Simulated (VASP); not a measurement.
# Al (Fm-3m) in VASP: further runs

Al is run at these levels: LDA; tasks: electric field gradients.

All numbers are computed with VASP 6.6.1; they aren't measurements. Logs are shortened: lines on timing, memory, paths and dates and some standing lists are left out, and cuts for length are marked.

### Step 1. The cell of the first run

Symmetry: Fm-3m, No. 225, cubic system. Conventional cell: a = 3.965 Å, b = 3.965 Å, c = 3.965 Å, α = 90.00°, β = 90.00°, γ = 90.00°. Al (site symmetry m-3m) has 12 Al at 2.80 Å within 3.7 Å.

### Step 2. Electric field gradients, LDA (15.59 Å³/atom)

Input file INCAR:

```
ALGO = Normal
EDIFF = 1E-8
ENCUT = 520
GGA = CA
ISIF = 2
ISMEAR = -1
LASPH = True
LCHARG = False
LEFG = True
LREAL = False
LWAVE = False
NBANDS = 8
NELM = 100
PREC = Accurate
SIGMA = 0.03
```

Input file KPOINTS:

```
k-points
0
Gamma
  17 17 17
```

Input file POSCAR:

```
Al
1.0
    0.0000000000      1.9826626923      1.9826626923
    1.9826626923      0.0000000000      1.9826626923
    1.9826626923      1.9826626923      0.0000000000
Al
1
Direct
    0.0000000000      0.0000000000      0.0000000000
```

Potentials or basis: VASP PAW LDA potentials, release 64 (Al).

Launch:

```
> cat potpaw_LDA.64/Al/POTCAR > POTCAR
> mpirun -np 1 vasp_std > vasp.out
```

OUTCAR:

```text
EDIFF = 1E-8
   ENCUT = 520
   GGA = CA
   ISIF = 2
   ISMEAR = -1
   LASPH = True
   LREAL = False
   NELM = 100
   PREC = Accurate

 ion  position               nearest neighbor table
   1  0.000  0.000  0.000-

  LATTYP: Found a face centered cubic cell.
 ALAT       =     3.9653253846

  Lattice vectors:

 A1 = (   0.0000000000,   1.9826626923,   1.9826626923)
 A2 = (   1.9826626923,   0.0000000000,   1.9826626923)
 A3 = (   1.9826626923,   1.9826626923,   0.0000000000)

Analysis of symmetry for initial positions (statically):
=====================================================================
 Subroutine PRICEL returns:
 Original cell was already a primitive cell.

 Routine SETGRP: Setting up the symmetry group for a
 face centered cubic supercell.

 Subroutine GETGRP returns: Found 48 space group operations
 (whereof 48 operations were pure point group operations)
 out of a pool of 48 trial point group operations.

The static configuration has the point symmetry O_h .

Analysis of symmetry for dynamics (positions and initial velocities):
=====================================================================
 Subroutine PRICEL returns:
 Original cell was already a primitive cell.

 Routine SETGRP: Setting up the symmetry group for a
 face centered cubic supercell.

 Subroutine GETGRP returns: Found 48 space group operations
 (whereof 48 operations were pure point group operations)
 out of a pool of 48 trial point group operations.

The dynamic configuration has the point symmetry O_h .

 Subroutine INISYM returns: Found 48 space group operations
 (whereof 48 operations are pure point group operations),
 and found     1 'primitive' translations

----------------------------------------------------------------------------------------

                                     Primitive cell

  volume of cell :      15.5875

  direct lattice vectors                    reciprocal lattice vectors
     0.000000000  1.982662692  1.982662692    -0.252186114  0.252186114  0.252186114
[... 117 lines left out ...]
  volume of cell :       15.59
 maximum number of plane-waves:       440
 NGX is ok and might be reduce to    24
   NGX = 11   NGY = 11   NGZ = 11

 number of electron       3.0000000 magnetization

 Free energy of the ion-electron system (eV)
  ---------------------------------------------------
  ext. energy  EPLUGINS =         0.00000000
  ---------------------------------------------------
  free energy    TOTEN  =        -4.19358052 eV

  energy without entropy =       -4.19200699  energy(sigma->0) =       -4.19279376

 E-fermi :   8.4078     XC(G=0): -10.5557

 val. band max:        8.4017705735   @ k =  -0.4706   0.2941   0.1176
 cond. band min:       8.4249034751   @ k =  -0.3529   0.3529   0.0000
 fundamental gap:      0.0231329016
 Fermi energy:         8.4077575479

 k-point     1 :       0.0000    0.0000    0.0000
  band No.  band energies     occupation
      1      -3.1030      2.00000
      2      21.2777      0.00000
      3      21.2777      0.00000
      4      21.2777      0.00000
      5      23.0433      0.00000
      6      23.0433      0.00000
      7      23.0433      0.00000
      8      25.4264      0.00000
[... 243 lines left out ...]
 k-point    24 :      -0.1176    0.0588    0.0000
  band No.  band energies     occupation
      1      -2.4871      2.00000
      2      16.4423      0.00000
      3      18.5616      0.00000
      4      21.4511      0.00000
      5      23.7602      0.00000
      6      24.1413      0.00000
      7      25.1814      0.00000
      8      25.4965      0.00000

 [... further k-points ...]

------------------------ aborting loop because EDIFF is reached ----------------------------------------

  FORCE on cell =-STRESS in cart. coord.  units (eV):
  Direction    XX          YY          ZZ          XY          YZ          ZX
  --------------------------------------------------------------------------------------
  -------------------------------------------------------------------------------------
  Total        0.1182020      0.1182020      0.1182020      0.0000000     -0.0000000     -0.0000000
  in kB       12.1495113     12.1495113     12.1495113      0.0000000     -0.0000000     -0.0000000
  external PRESSURE =      12.1495113 kB  Pullay stress =       0.0000000 kB

 VOLUME and BASIS-vectors are now :
 -----------------------------------------------------------------------------
  energy-cutoff  :      520.00
  volume of cell :       15.59
      direct lattice vectors                 reciprocal lattice vectors
     0.000000000  1.982662692  1.982662692    -0.252186114  0.252186114  0.252186114
     1.982662692  0.000000000  1.982662692     0.252186114 -0.252186114  0.252186114
     1.982662692  1.982662692  0.000000000     0.252186114  0.252186114 -0.252186114

 POSITION                                       TOTAL-FORCE (eV/Angst)
 -----------------------------------------------------------------------------------
      0.00000      0.00000      0.00000         0.000000      0.000000     -0.000000
 -----------------------------------------------------------------------------------
    total drift:                                0.000000     -0.000000     -0.000000

  FREE ENERGIE OF THE ION-ELECTRON SYSTEM (eV)
  ---------------------------------------------------
  free  energy   TOTEN  =        -4.1935805240 eV

  energy  without entropy=       -4.1920069901  energy(sigma->0) =       -4.19279376

 Electric field gradients (V/A^2)
---------------------------------------------------------------------
 ion       V_xx      V_yy      V_zz      V_xy      V_xz      V_yz
---------------------------------------------------------------------
   1      -0.000    -0.000     0.000     0.000     0.000     0.000
---------------------------------------------------------------------

 Electric field gradients after diagonalization (V/A^2)
 (convention: |V_zz| > |V_xx| > |V_yy|)
----------------------------------------------------------------------
 ion       V_xx      V_yy      V_zz     asymmetry (V_yy - V_xx)/ V_zz
----------------------------------------------------------------------
   1      -0.000    -0.000     0.000       0.000
----------------------------------------------------------------------

           NMR quadrupolar parameters

 Cq : quadrupolar parameter    Cq=e*Q*V_zz/h
 eta: asymmetry parameters     (V_yy - V_xx)/ V_zz
 Q  : nuclear electric quadrupole moment in mb (millibarn)
----------------------------------------------------------------------
 ion       Cq(MHz)       eta       Q (mb)
----------------------------------------------------------------------
   1       0.000       0.000       1.000
----------------------------------------------------------------------
```

Wall time 17 s (1 thread of Intel Xeon 8259CL, shared host); peak memory 0.13 GiB.

Results:

```
Free energy                             : -4.1936 eV
Pressure                                : 1.2 GPa
Band gap on the k mesh                  : zero (an odd number of electrons rules out a gap without spin polarisation)
Largest electric field gradient by atom : zero within the noise of the run
```

Levels at points of the mesh, in eV from the Fermi level:
| k point | band 1 | band 2 | band 3 | band 4 | band 5 | band 6 |
| --- | --- | --- | --- | --- | --- | --- |
| (0.00, 0.00, 0.00) | -11.51 | 12.87 | 12.87 | 12.87 | 14.64 | 14.64 |

### Step 3. Electric field gradients, LDA (15.59 Å³/atom)

Input file INCAR:

```
SYSTEM = Al
PREC = Accurate
ENCUT = 520
EDIFF = 1E-8
ISMEAR = -1
SIGMA = 0.03
LREAL = .FALSE.
LASPH = .TRUE.
NELM = 100
ALGO = Normal
ISIF = 2
LWAVE = .FALSE.
LCHARG = .FALSE.
LEFG = .TRUE.
NBANDS = 8
```

Input file KPOINTS:

```
regular mesh
0
G
  17 17 17
  0 0 0
```

POSCAR is that of step 2.

Potentials or basis: VASP PAW LDA potentials, release 64 (Al).

Launch:

```
> cat potpaw_LDA.64/Al/POTCAR > POTCAR
> mpirun -np 1 vasp_std > vasp.out
```

OUTCAR:

```text
SYSTEM = Al
   PREC = Accurate
   ENCUT = 520
   EDIFF = 1E-8
   ISMEAR = -1
   LREAL = .FALSE.
   LASPH = .TRUE.
   NELM = 100
   ISIF = 2

 ion  position               nearest neighbor table
   1  0.000  0.000  0.000-

  LATTYP: Found a face centered cubic cell.
 ALAT       =     3.9653253846

  Lattice vectors:

 A1 = (   0.0000000000,   1.9826626923,   1.9826626923)
 A2 = (   1.9826626923,   0.0000000000,   1.9826626923)
 A3 = (   1.9826626923,   1.9826626923,   0.0000000000)

Analysis of symmetry for initial positions (statically):
=====================================================================
 Subroutine PRICEL returns:
 Original cell was already a primitive cell.

 Routine SETGRP: Setting up the symmetry group for a
 face centered cubic supercell.

 Subroutine GETGRP returns: Found 48 space group operations
 (whereof 48 operations were pure point group operations)
 out of a pool of 48 trial point group operations.

The static configuration has the point symmetry O_h .

Analysis of symmetry for dynamics (positions and initial velocities):
=====================================================================
 Subroutine PRICEL returns:
 Original cell was already a primitive cell.

 Routine SETGRP: Setting up the symmetry group for a
 face centered cubic supercell.

 Subroutine GETGRP returns: Found 48 space group operations
 (whereof 48 operations were pure point group operations)
 out of a pool of 48 trial point group operations.

The dynamic configuration has the point symmetry O_h .

 Subroutine INISYM returns: Found 48 space group operations
 (whereof 48 operations are pure point group operations),
 and found     1 'primitive' translations

----------------------------------------------------------------------------------------

                                     Primitive cell

  volume of cell :      15.5875

  direct lattice vectors                    reciprocal lattice vectors
     0.000000000  1.982662692  1.982662692    -0.252186114  0.252186114  0.252186114
     1.982662692  0.000000000  1.982662692     0.252186114 -0.252186114  0.252186114
     1.982662692  1.982662692  0.000000000     0.252186114  0.252186114 -0.252186114

  length of vectors
     2.803908469  2.803908469  2.803908469     0.436799163  0.436799163  0.436799163

  position of ions in fractional coordinates (direct lattice)
     0.000000000  0.000000000  0.000000000

  ion indices of the primitive-cell ions
   primitive index   ion index
                 1           1

----------------------------------------------------------------------------------------

 KPOINTS: regular mesh

Automatic generation of k-mesh.
 Grid dimensions read from file:
 generate k-points for:   17   17   17

 Generating k-lattice:

  Cartesian coordinates                     Fractional coordinates (reciprocal lattice)
    -0.014834477  0.014834477  0.014834477     0.058823529  0.000000000  0.000000000
     0.014834477 -0.014834477  0.014834477     0.000000000  0.058823529  0.000000000
     0.014834477  0.014834477 -0.014834477     0.000000000  0.000000000  0.058823529
[... 67 lines left out ...]
   PSTRESS=    0.0 pullay stress
   NELECT =       3.0000    total number of electrons
   NUPDOWN=      -1.0000    fix difference up-down
   EMIN   =  10.00;   EMAX   =-10.00  energy-range for DOS
   EFERMI =   0.00;   METHOD = LEGACY
   ISMEAR =    -1;   SIGMA  =   0.03  broadening in eV -4-tet -1-fermi 0-gaus
   EFERMI_NEDOS =   21; number of points for ismear=-14 and -15
   IALGO  =     38    algorithm
   IMIX   =      4    mixing-type and parameters
     AMIX     =   0.40;   BMIX     =  1.00
     AMIX_MAG =   1.60;   BMIX_MAG =  1.00
  volume/ion in A,a.u.               =      15.59       105.19
  Fermi-wavevector in a.u.,A,eV,Ry     =   0.945199  1.786166 12.155451  0.893400
  Thomas-Fermi vector in A             =   2.073077
   LORBIT       =      0    0 simple, 1 ext, 2 COOP (PROOUT), +10 PAW based schemes
   GGA     = CA    functional components
   LHFCALC =     F    Hartree Fock is set to
   AEXX    =    0.0000 exact exchange contribution
   IVDW    =     0    specifies the selected vdW correction
   LEPSILON=     F    determine dielectric tensor
   LRPA    =     F    only Hartree local field effects (RPA)
 non-spin polarized calculation
  energy-cutoff  :      520.00
  volume of cell :       15.59
 maximum number of plane-waves:       440
 NGX is ok and might be reduce to    24
   NGX = 11   NGY = 11   NGZ = 11

 number of electron       3.0000000 magnetization

 Free energy of the ion-electron system (eV)
  ---------------------------------------------------
  ext. energy  EPLUGINS =         0.00000000
  ---------------------------------------------------
  free energy    TOTEN  =        -4.19358052 eV

  energy without entropy =       -4.19200699  energy(sigma->0) =       -4.19279376

 E-fermi :   8.4078     XC(G=0): -10.5557

 val. band max:        8.4017705735   @ k =  -0.4706   0.2941   0.1176
 cond. band min:       8.4249034751   @ k =  -0.3529   0.3529   0.0000
 fundamental gap:      0.0231329016
 Fermi energy:         8.4077575479

 k-point     1 :       0.0000    0.0000    0.0000
  band No.  band energies     occupation
      1      -3.1030      2.00000
      2      21.2777      0.00000
      3      21.2777      0.00000
      4      21.2777      0.00000
      5      23.0433      0.00000
      6      23.0433      0.00000
      7      23.0433      0.00000
      8      25.4264      0.00000
[... 243 lines left out ...]
 k-point    24 :      -0.1176    0.0588    0.0000
  band No.  band energies     occupation
      1      -2.4871      2.00000
      2      16.4423      0.00000
      3      18.5616      0.00000
      4      21.4511      0.00000
      5      23.7602      0.00000
      6      24.1413      0.00000
      7      25.1814      0.00000
      8      25.4965      0.00000

 [... further k-points ...]

------------------------ aborting loop because EDIFF is reached ----------------------------------------

  FORCE on cell =-STRESS in cart. coord.  units (eV):
  Direction    XX          YY          ZZ          XY          YZ          ZX
  --------------------------------------------------------------------------------------
  -------------------------------------------------------------------------------------
  Total        0.1182020      0.1182020      0.1182020      0.0000000     -0.0000000     -0.0000000
  in kB       12.1495113     12.1495113     12.1495113      0.0000000     -0.0000000     -0.0000000
  external PRESSURE =      12.1495113 kB  Pullay stress =       0.0000000 kB

 VOLUME and BASIS-vectors are now :
 -----------------------------------------------------------------------------
  energy-cutoff  :      520.00
  volume of cell :       15.59
      direct lattice vectors                 reciprocal lattice vectors
     0.000000000  1.982662692  1.982662692    -0.252186114  0.252186114  0.252186114
     1.982662692  0.000000000  1.982662692     0.252186114 -0.252186114  0.252186114
     1.982662692  1.982662692  0.000000000     0.252186114  0.252186114 -0.252186114

 POSITION                                       TOTAL-FORCE (eV/Angst)
 -----------------------------------------------------------------------------------
      0.00000      0.00000      0.00000         0.000000      0.000000     -0.000000
 -----------------------------------------------------------------------------------
    total drift:                                0.000000     -0.000000     -0.000000

  FREE ENERGIE OF THE ION-ELECTRON SYSTEM (eV)
  ---------------------------------------------------
  free  energy   TOTEN  =        -4.1935805240 eV

  energy  without entropy=       -4.1920069901  energy(sigma->0) =       -4.19279376

 Electric field gradients (V/A^2)
---------------------------------------------------------------------
 ion       V_xx      V_yy      V_zz      V_xy      V_xz      V_yz
---------------------------------------------------------------------
   1      -0.000    -0.000     0.000     0.000     0.000     0.000
---------------------------------------------------------------------

 Electric field gradients after diagonalization (V/A^2)
 (convention: |V_zz| > |V_xx| > |V_yy|)
----------------------------------------------------------------------
 ion       V_xx      V_yy      V_zz     asymmetry (V_yy - V_xx)/ V_zz
----------------------------------------------------------------------
   1      -0.000    -0.000     0.000       0.000
----------------------------------------------------------------------

           NMR quadrupolar parameters

 Cq : quadrupolar parameter    Cq=e*Q*V_zz/h
 eta: asymmetry parameters     (V_yy - V_xx)/ V_zz
 Q  : nuclear electric quadrupole moment in mb (millibarn)
----------------------------------------------------------------------
 ion       Cq(MHz)       eta       Q (mb)
----------------------------------------------------------------------
   1       0.000       0.000       1.000
----------------------------------------------------------------------
```

Wall time 20 s (1 thread of Intel Xeon 8259CL, shared host); peak memory 0.13 GiB.

Results:

| Item | Value |
| --- | --- |
| Free energy | -4.1936 eV |
| Pressure | 1.2 GPa |
| Band gap on the k mesh | zero (an odd number of electrons rules out a gap without spin polarisation) |
| Largest electric field gradient by atom | zero within the noise of the run |

(Part 1 of 2 ends here.)
